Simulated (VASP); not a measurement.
# Sr8Ti8O23 (a cell with a defect) in VASP: settings compared, part 2 of 2

VASP 6.6.1. The steps go on from the part before.

## (4) Relaxation of the atoms, PBEsol

File INCAR:

```
SYSTEM = Sr8Ti8O23
PREC = Accurate ; ENCUT = 520
EDIFF = 1E-7 ; ISMEAR = -1
SIGMA = 0.05 ; LREAL = Auto
LASPH = .TRUE. ; NELM = 120
ALGO = Normal ; ISIF = 2
LWAVE = .FALSE. ; LCHARG = .FALSE.
GGA = PS ; IBRION = 2
NSW = 100 ; EDIFFG = -0.03
NELECT = 312.0 ; ISYM = -1
GGA_COMPAT = .FALSE. ; NELMIN = 4
```

File KPOINTS:

```
explicit points
1
Reciprocal
  0.25000000   0.25000000   0.25000000 1
```

File POSCAR:

```
Sr8Ti8O23
1.0
    7.7828210000      0.0000000000      0.0000000000
    0.0000000000      7.7828210000      0.0000000000
    0.0000000000      0.0000000000      7.7828210000
Sr Ti O
8 8 23
Direct
    0.0050650000      0.9944970000      0.0034300000
    0.9996700000      0.0008510000      0.5050770000
    0.9995340000      0.5025560000      0.9998680000
    0.0006470000      0.4981340000      0.5020420000
    0.5011940000      0.0022140000      0.0015900000
    0.4966970000      0.0004690000      0.5001930000
    0.4997960000      0.4976310000      0.9976080000
    0.5011370000      0.4974370000      0.5012980000
    0.2503850000      0.2532960000      0.2518790000
    0.2507430000      0.2499230000      0.7531660000
    0.2453110000      0.7513650000      0.2501860000
    0.2504240000      0.7484100000      0.7480180000
    0.7514280000      0.2527470000      0.2505600000
    0.7537830000      0.2473460000      0.7501650000
    0.7525210000      0.7478010000      0.2472890000
    0.7497720000      0.7446450000      0.7476280000
    0.2516800000      0.2467960000      0.0021980000
    0.2525670000      0.7485120000      0.0035220000
    0.2481170000      0.7496960000      0.4994720000
    0.7537630000      0.2478510000      0.9972070000
    0.7443310000      0.2501060000      0.5034940000
    0.7443700000      0.7498940000      0.0037380000
    0.7508870000      0.7519210000      0.4958520000
    0.0023080000      0.2443600000      0.2507060000
    0.0039720000      0.2532090000      0.7485260000
    0.9972180000      0.7507320000      0.2475040000
    0.9974500000      0.7521000000      0.7552680000
    0.5018820000      0.2523120000      0.2490730000
    0.4967870000      0.2531100000      0.7509670000
    0.5007620000      0.7510860000      0.2510230000
    0.5010820000      0.7559670000      0.7503560000
    0.2526710000      0.9965250000      0.2461940000
    0.2471790000      0.0036880000      0.7500570000
    0.2536770000      0.4991350000      0.2536710000
    0.2513820000      0.4986960000      0.7488860000
    0.7486220000      0.0003870000      0.2494500000
    0.7514580000      0.0001580000      0.7483750000
    0.7507830000      0.4990950000      0.2506680000
    0.7530670000      0.5003510000      0.7442300000
```

Potentials or basis: VASP PAW PBE potentials, release 64 (Sr_sv, Ti_sv, O).

Launch:

```console
cat potpaw_PBE.64/Sr_sv/POTCAR potpaw_PBE.64/Ti_sv/POTCAR potpaw_PBE.64/O/POTCAR > POTCAR
mpirun -np 1 vasp_std > vasp.out
```

OUTCAR:

```text
SYSTEM = Sr8Ti8O23
   PREC = Accurate
   ENCUT = 520
   EDIFF = 1E-7
   ISMEAR = -1
   LREAL = Auto
   LASPH = .TRUE.
   NELM = 120
   ISIF = 2
   GGA = PS
   IBRION = 2
   NSW = 100
   EDIFFG = -0.03
   NELECT = 312.0
   ISYM = -1
   NELMIN = 4

 ion  position               nearest neighbor table
   1  0.005  0.994  0.003-  26 2.69  32 2.70  27 2.70  18 2.72  33 2.73  24 2.74  17 2.75  36 2.77
                            20 2.78  22 2.78  37 2.80  25 2.83  11 3.28  15 3.34  12 3.36  10 3.38
   2  1.000  0.001  0.505-  37 2.71  33 2.71  25 2.73  23 2.74  24 2.74  27 2.75  19 2.75  21 2.78
                            36 2.79  26 2.79  32 2.82  14 3.31  12 3.35  10 3.36  16 3.36  11 3.37
   3  1.000  0.503  1.000-  27 2.72  26 2.73  18 2.75  38 2.75  20 2.75  25 2.76  39 2.76  22 2.77
                            35 2.77  17 2.80  34 2.80  24 2.80  15 3.32  16 3.34  11 3.35  13 3.36
   4  0.001  0.498  0.502-  39 2.70  25 2.70  35 2.74  19 2.75  38 2.76  34 2.76  23 2.77  21 2.78
                            24 2.78  26 2.79  27 2.79  16 3.34   9 3.35  14 3.35  12 3.35  13 3.35
   5  0.501  0.002  0.002-  32 2.71  17 2.72  36 2.73  22 2.73  31 2.74  28 2.74  20 2.74  30 2.75
                            29 2.76  18 2.76  37 2.77  33 2.78  10 3.35  14 3.37  13 3.37  15 3.38
   6  0.497  0.000  0.500-  31 2.72  21 2.74  32 2.74  30 2.74  19 2.75  33 2.75  36 2.77  23 2.77
                            37 2.77  28 2.77  29 2.77  12 3.35   9 3.36  10 3.36  11 3.37  14 3.39
   7  0.500  0.498  0.998-  29 2.70  28 2.73  22 2.73  35 2.74  18 2.74  17 2.75  34 2.76  20 2.77
[... 441 lines left out ...]

 number of electron     312.0000068 magnetization

------------------------ aborting loop because EDIFF is reached ----------------------------------------
[... 141 lines left out ...]
--------------------------------------- Ionic step       18  -------------------------------------------

 number of electron     312.0000069 magnetization

 Free energy of the ion-electron system (eV)
  ---------------------------------------------------
  ext. energy  EPLUGINS =         0.00000000
  ---------------------------------------------------
  free energy    TOTEN  =      -338.03920048 eV

  energy without entropy =     -338.03920048  energy(sigma->0) =     -338.03920048

 E-fermi :   5.0612     XC(G=0): -11.4153

 val. band max:        3.7827494499   @ k =   0.2500   0.2500   0.2500
 cond. band min:       6.3147401169   @ k =   0.2500   0.2500   0.2500
 fundamental gap:      2.5319906670
 Fermi energy:         5.0611869834

 k-point     1 :       0.2500    0.2500    0.2500
  band No.  band energies     occupation
      1     -52.3181      2.00000
      2     -52.3114      2.00000
      3     -52.2249      2.00000
      4     -52.2243      2.00000
      5     -52.2226      2.00000
      6     -52.2218      2.00000
[... 160 lines left out ...]
    167       7.5515      0.00000
    168       7.5785      0.00000
 [bands above 168 left out]

------------------------ aborting loop because EDIFF is reached ----------------------------------------

  FORCE on cell =-STRESS in cart. coord.  units (eV):
  Direction    XX          YY          ZZ          XY          YZ          ZX
  --------------------------------------------------------------------------------------
  -------------------------------------------------------------------------------------
  Total      -16.2992028    -16.2833042    -15.3101097     -1.8657530     -1.7557833     -1.7651431
  in kB      -55.3943946    -55.3403615    -52.0328673     -6.3409395     -5.9671970     -5.9990071
  external PRESSURE =     -54.2558745 kB  Pullay stress =       0.0000000 kB
[... 54 lines left out ...]
  FREE ENERGIE OF THE ION-ELECTRON SYSTEM (eV)
  ---------------------------------------------------
  free  energy   TOTEN  =      -338.0392004810 eV

  energy  without entropy=     -338.0392004810  energy(sigma->0) =     -338.03920048

 reached required accuracy - stopping structural energy minimisation
```

CONTCAR:

```text
Sr8Ti8O23
   1.00000000000000
     7.7828210000000002    0.0000000000000000    0.0000000000000000
     0.0000000000000000    7.7828210000000002    0.0000000000000000
     0.0000000000000000    0.0000000000000000    7.7828210000000002
  Sr              Ti              O
     8     8    23
Direct
     0.9915491318888313    0.9908680197064701    0.0005286764050038
     0.9921651150411215    0.9913078968518482    0.4992617808841364
     0.9918267289194282    0.5078963325115901    0.9999287635996342
     0.9918532439851158    0.5082531753672384    0.5001768332189949
     0.5081778375076131    0.9915559646825048    0.0002567277978560
     0.5089525129905331    0.9911364223535067    0.5002659651042495
[... 31 lines left out ...]
     0.7516389262849392    0.4994404462567280    0.2484287218759090
     0.7497888420287663    0.4996573797052018    0.7518592389246826

  0.00000000E+00  0.00000000E+00  0.00000000E+00
  0.00000000E+00  0.00000000E+00  0.00000000E+00
  0.00000000E+00  0.00000000E+00  0.00000000E+00
  0.00000000E+00  0.00000000E+00  0.00000000E+00
  0.00000000E+00  0.00000000E+00  0.00000000E+00
  0.00000000E+00  0.00000000E+00  0.00000000E+00
[... 31 lines left out ...]
  0.00000000E+00  0.00000000E+00  0.00000000E+00
  0.00000000E+00  0.00000000E+00  0.00000000E+00
```

Run time: 24 min. Hardware: 1 thread of Intel Xeon 6975P-C (Granite Rapids), shared host; peak memory 0.59 GiB.

Results:

```yaml
Free_energy: -338.0392 eV
Energy_gained_by_relaxing: 54.7 meV/atom
Ionic_steps: 18
Largest_force_after_relaxing: 0.025 eV/Å
```

Forces in eV/Å, atoms in the order of the input:
```
Sr  -0.003 -0.001 -0.005
Sr  -0.007 -0.003 -0.008
Sr  -0.002  0.005  0.004
Sr  -0.002  0.005  0.000
Sr   0.004 -0.003  0.001
Sr   0.006 -0.002 -0.004
Sr   0.006  0.006  0.005
Sr   0.002  0.005  0.003
Ti   0.002  0.001 -0.003
Ti   0.003  0.006  0.016
Ti   0.002 -0.005 -0.002
Ti   0.004  0.007 -0.004
Ti  -0.022 -0.006 -0.007
Ti   0.009 -0.015 -0.002
Ti  -0.008  0.001 -0.002
Ti   0.000  0.008  0.003
O   -0.002  0.000 -0.016
O    0.002  0.001  0.009
O    0.011  0.000 -0.003
O   -0.004 -0.004 -0.003
O    0.000  0.007  0.024
O    0.010  0.005  0.014
O    0.005 -0.003 -0.010
O   -0.007  0.014  0.000
O   -0.003 -0.017  0.007
O   -0.008  0.010  0.003
O   -0.013 -0.008 -0.006
O    0.018  0.015 -0.009
O   -0.009 -0.010  0.001
O    0.005  0.014 -0.006
O   -0.002 -0.015  0.002
O    0.006 -0.009  0.006
O   -0.010 -0.021  0.008
O    0.012  0.019 -0.010
O   -0.010  0.001 -0.010
O    0.011  0.022  0.006
O   -0.005 -0.014 -0.002
O    0.003 -0.007  0.002
O   -0.003 -0.010 -0.003
```

The path:
```tsv
step	energy change (eV)	largest force (eV/Å)	pressure (GPa)
1	0.0000	4.7276	-5.92
2	-1.4061	3.5159	-3.96
3	-1.6828	0.6378	-4.78
4	-1.9199	0.8419	-4.92
5	-1.9674	1.2475	-4.92
6	-2.0653	0.7306	-5.15
7	-2.0659	0.6130	-5.14
8	-2.0932	0.2236	-5.26
9	-2.0933	0.2293	-5.27
10	-2.1123	0.1757	-5.32
11	-2.1243	0.2287	-5.38
12	-2.1286	0.2120	-5.44
13	-2.1294	0.1138	-5.42
14	-2.1310	0.0870	-5.44
15	-2.1310	0.1074	-5.44
16	-2.1319	0.0418	-5.44
17	-2.1319	0.0420	-5.44
18	-2.1324	0.0253	-5.43
```

Final structure:
```cif
data_structure
_symmetry_space_group_name_H-M 'P 1'
_symmetry_Int_Tables_number 1
_cell_length_a 7.7828
_cell_length_b 7.7828
_cell_length_c 7.7828
_cell_angle_alpha 90.000
_cell_angle_beta 90.000
_cell_angle_gamma 90.000
_cell_volume 471.42
loop_
_atom_site_label
_atom_site_type_symbol
_atom_site_fract_x
_atom_site_fract_y
_atom_site_fract_z
_atom_site_occupancy
Sr1 Sr 0.99155 0.99087 0.00053 1
Sr2 Sr 0.99217 0.99131 0.49926 1
Sr3 Sr 0.99183 0.50790 0.99993 1
Sr4 Sr 0.99185 0.50825 0.50018 1
Sr5 Sr 0.50818 0.99156 0.00026 1
Sr6 Sr 0.50895 0.99114 0.50027 1
Sr7 Sr 0.50882 0.50813 0.99987 1
Sr8 Sr 0.50906 0.50822 0.50115 1
Ti1 Ti 0.24968 0.24935 0.23412 1
Ti2 Ti 0.25025 0.25011 0.76633 1
Ti3 Ti 0.25030 0.74815 0.25386 1
Ti4 Ti 0.24998 0.75050 0.74637 1
Ti5 Ti 0.74933 0.24978 0.25391 1
Ti6 Ti 0.75137 0.24974 0.74641 1
Ti7 Ti 0.75007 0.74954 0.24959 1
Ti8 Ti 0.75019 0.74996 0.75062 1
O1 O 0.24801 0.25097 0.00030 1
O2 O 0.25261 0.74905 0.00050 1
O3 O 0.24795 0.75069 0.50049 1
O4 O 0.75232 0.25035 0.00020 1
O5 O 0.74915 0.24949 0.50001 1
O6 O 0.74825 0.74957 0.00019 1
O7 O 0.75224 0.75029 0.50041 1
O8 O 0.00793 0.24944 0.27121 1
O9 O 0.00668 0.25074 0.73018 1
O10 O 0.00110 0.75055 0.24637 1
O11 O 0.00105 0.74954 0.75465 1
O12 O 0.49442 0.25116 0.26698 1
O13 O 0.49330 0.24895 0.73236 1
O14 O 0.50006 0.74861 0.25062 1
O15 O 0.50001 0.75111 0.75021 1
O16 O 0.25231 0.00718 0.26884 1
O17 O 0.24942 0.00645 0.73270 1
O18 O 0.25022 0.49355 0.26996 1
O19 O 0.25093 0.49291 0.73079 1
O20 O 0.74967 0.00013 0.24786 1
O21 O 0.75148 0.00069 0.75268 1
O22 O 0.75164 0.49944 0.24843 1
O23 O 0.74979 0.49966 0.75186 1
```

Levels at points of the mesh, in eV from the Fermi level:
```csv
k point,band 152,band 153,band 154,band 155,band 156,band 157,band 158,band 159,band 160,band 161
"(0.25, 0.25, 0.25)",-1.72,-1.44,-1.43,-1.32,-1.28,1.25,1.33,1.37,1.44,1.47
```

Caveat: the cell carries a net charge on a neutralising background, which shifts energy and pressure; the cell is charged against a uniform background, so pressure and absolute levels hang on convention; the PAW data sets were made with another functional, which shifts forces and pressure a little.
